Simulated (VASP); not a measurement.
Set up this calculation in VASP 6.6.1, as the native input.

| Property | Result |
| --- | --- |
| Task | single point |
| Functional | LDA |
| Potentials or basis | VASP PAW LDA potentials, release 64 (Ga_d, Ge_d) |
| Cutoff | 520 eV |
| k mesh | 14 × 14 × 14 |
| Occupations | gaussian, width 0.15 eV |
| Spin | no spin polarisation |
| Dipole correction | no |
| Further INCAR settings | ALGO = Normal; EDIFF = 1e-06; NBANDS = 20 |

The structure of GaGe lies in POSCAR:

```
GaGe
1.0
    0.0000000000      2.8978440000      2.8978440000
    3.2238514500      0.0000000000      2.8978440000
    3.2238514500      2.8978440000      0.0000000000
Ga Ge
1 1
Direct
    0.7500000000      0.7500000000      0.7500000000
    0.0000000000      0.0000000000      0.0000000000
```

This cell differs from its parent crystal: strain +0.1125 x Voigt [1, 0, 0, 0, 0, 0].

These files were run (other wordings do the same):

INCAR

```
PREC = Accurate
ENCUT = 520
EDIFF = 1E-6
ISMEAR = 0
SIGMA = 0.15
LREAL = F
LASPH = T
NELM = 80
ALGO = Normal
ISIF = 2
LWAVE = F
LCHARG = F
NBANDS = 20
```

KPOINTS

```
regular mesh
0
Gamma
  14 14 14
```

Potentials or basis: VASP PAW LDA potentials, release 64 (Ga_d, Ge_d).

Run with:

```console
$ cat potpaw_LDA.64/Ga_d/POTCAR potpaw_LDA.64/Ge_d/POTCAR > POTCAR
$ mpirun -np 1 vasp_std > vasp.out
```

It gave:

| Item | Value |
| --- | --- |
| Pressure | -7.5 GPa |

Caveat: the cell differs from its parent crystal (strain +0.1125 x Voigt [1, 0, 0, 0, 0, 0]).

It took 2.6 min on 1 thread of Intel Xeon 6975P-C (shared host), peak memory 0.36 GiB.
